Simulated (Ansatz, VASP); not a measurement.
One calculation of Cd, two programs

```
CELL_PARAMETERS angstrom
2.97887 0.00000 0.00000
-1.48944 2.57978 0.00000
0.00000 0.00000 5.61765
ATOMIC_POSITIONS crystal
Cd 0.66667 0.33333 0.75000
Cd 0.33333 0.66667 0.25000
```

Alike in both runs: task single point; functional LDA; k mesh 10 × 10 × 5; occupations fermi-dirac, width 0.05 eV; no spin polarisation.

|  | VASP | Ansatz |
| --- | --- | --- |
| version | VASP 6.6.1 | Ansatz 0.2.0 |
| potentials or method | VASP PAW LDA potentials, release 64 (Cd_sv_GW) | Ansatz PAW |
| plane-wave cutoff (eV) | 630 | 420 |
| valence electrons in the cell | 40 | 40 |

|  | VASP | Ansatz | Ansatz less VASP |
| --- | --- | --- | --- |
| gap on the k mesh at the Fermi level (eV) | none | none | - |
| pressure (GPa) | -4.6 | -4.4 | +0.11 |
| traceless stress, the component that is largest in VASP (GPa) | 0.36 | 0.45 | +0.093 |

LDA's correlation is that of Perdew and Zunger in VASP and of Perdew and Wang (1992) in Ansatz. A gap of «none» marks a metal or a gap that the smearing closes.
